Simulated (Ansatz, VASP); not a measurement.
**Cu in VASP and in Ansatz**

```
CELL_PARAMETERS angstrom
-2.51954 0.00000 0.00000
-1.25977 -2.18199 0.00000
0.00000 0.00000 16.21599
ATOMIC_POSITIONS crystal
Cu 0.00000 0.00000 0.95195
Cu 0.00000 0.00000 0.44424
Cu 0.33333 0.33333 0.06346
Cu 0.33333 0.33333 0.57117
Cu 0.00000 0.00000 0.19039
Cu 0.00000 0.00000 0.69810
Cu 0.66667 0.66667 0.31732
Cu 0.66667 0.66667 0.82503
```

Alike in both runs: task single point; functional PBEsol; k mesh 17 × 17 × 3; occupations gaussian, width 0.15 eV; no spin polarisation.

|  | VASP | Ansatz |
| --- | --- | --- |
| version | VASP 6.6.1 | Ansatz 0.2.0 |
| potentials or method | VASP PAW PBE potentials, release 64 (Cu), cutoff 520 eV | scalar-relativistic, plane waves, PAW |
| valence electrons in the cell | 88 | 152 |

|  | VASP | Ansatz | Ansatz less VASP |
| --- | --- | --- | --- |
| gap on the k mesh at the Fermi level (eV) | none | none | - |
| pressure (GPa) | 4.4 | 3.7 | -0.72 |
| traceless stress, the component that is largest in VASP (GPa) | 3.15 | 3.18 | +0.029 |
| rms of the force components (eV/Å) | 0.498 | 0.497 | -0.0013 |

VASP's potentials were made for PBE, not for PBEsol, and Ansatz warns of the same on its side. Atom by atom the forces differ by 0.001 eV/Å (rms over components). A gap of «none» marks a metal or a gap that the smearing closes. The functional is the same, so the differences come from potentials, cutoffs and numerics. VASP's potentials hold 88 valence electrons a cell and Ansatz's 152, so a difference there can come from the potentials and not from the codes.
